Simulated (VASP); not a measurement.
The system is CdTe.

```xyz
2
Lattice="0.0000 3.2799 3.2799 3.2799 0.0000 3.2799 3.2799 3.2799 0.0000" Properties=species:S:1:pos:R:3 pbc="T T T"
Cd    0.0000    0.0000    0.0000
Te    1.6400    1.6400    1.6400
```

Base run:

| Item | Value |
| --- | --- |
| Program | VASP 6.6.1 |
| Functional | PBE0 |
| Potentials or basis | VASP PAW PBE potentials, release 64 (Cd, Te) |
| Cutoff | 520 eV |
| k mesh | 4 × 4 × 4 |
| Occupations | gaussian, width 0.01 eV |
| Spin | no spin polarisation |

Its results: band gap on the k mesh 2.12 eV; pressure 0.0 GPa.

**Question.** After a change of settings the same cell gave: band gap on the k mesh 0.66 eV; pressure 1.1 GPa. Which change was it?
A. functional from PBE0 to PBE; k mesh from 4 × 4 × 4 to 8 × 8 × 8
B. functional from PBE0 to HSE06; further incar settings from ALGO = Normal; EDIFF = 1e-06; NBANDS = 16 to ALGO = Normal; EDIFF = 1e-07; NBANDS = 16
C. functional from PBE0 to r2SCAN

**Answer.** A.

Caveats: spin-orbit coupling is left out, which moves the levels of the heavy elements; the PAW data sets were made with another functional, which shifts forces and pressure a little (at least some runs); semilocal functionals underestimate gaps, and a narrow one can read as zero (at least some runs).
